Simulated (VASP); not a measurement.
A run of VASP 6.6.1 is set up as follows.

File INCAR:

```
SYSTEM = NaCl
  PREC = Accurate
  ENCUT = 520
  EDIFF = 1E-6
  ISMEAR = -1
  SIGMA = 0.05
  LREAL = .FALSE.
  LASPH = .TRUE.
  NELM = 80
  ALGO = Normal
  ISIF = 2
  LWAVE = .FALSE.
  LCHARG = .FALSE.
  GGA = PS
  NBANDS = 14
```

File KPOINTS:

```
regular mesh
0
G
  5 5 5
  0 0 0
```

Contents of POSCAR:

```
NaCl
1.0
    0.0000000000      2.7940632177      2.7940632177
    2.7940632177      0.0000000000      2.7940632177
    2.7940632177      2.7940632177      0.0000000000
Cl Na
1 1
Direct
    0.5000000000      0.5000000000      0.5000000000
    0.0000000000      0.0000000000      0.0000000000
```

Potentials or basis: VASP PAW PBE potentials, release 64 (Cl, Na_pv).

Launch:

```bash
$ cat potpaw_PBE.64/Cl/POTCAR potpaw_PBE.64/Na_pv/POTCAR > POTCAR
$ mpirun -np 1 vasp_std > vasp.out
```

(1) Estimate the band gap on the k mesh.

(2) Estimate the pressure.

Results:

(1) 5.03 eV.

(2) 0.2 GPa.

Caveat: the PAW data sets were made with another functional, which shifts forces and pressure a little.
